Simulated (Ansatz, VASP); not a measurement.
**One calculation of ZnSe, two programs**

```
Zn Se
1.0
     0.00000    2.83380    2.83380
     2.83380    0.00000    2.83380
     2.83380    2.83380    0.00000
Zn Se
1 1
Direct
  0.00000 0.00000 0.00000
  0.25000 0.25000 0.25000
```

Alike in both runs: task relaxation of cell and atoms; functional PBE; k mesh 6 × 6 × 6; no spin polarisation.

|  | VASP | Ansatz |
| --- | --- | --- |
| version | VASP 6.6.1 | Ansatz 0.2.0 |
| potentials or method | VASP PAW PBE potentials, release 64 (Zn, Se), cutoff 500 eV | plane waves, PAW |
| occupations | gaussian, width 0.01 eV | fixed |
| valence electrons in the cell | 18 | 28 |

Ansatz gave:

```
relaxed volume (Å³/atom)                                     : 23.54
relaxed cell length with the largest relative difference (Å) : 4.053
```

Question: Which values does VASP return?

Answer: Relaxed volume (Å³/atom): 23.63; relaxed cell length with the largest relative difference (Å): 4.058.

VASP's potentials hold 18 valence electrons a cell and Ansatz's 28, so a difference there can come from the potentials and not from the codes.
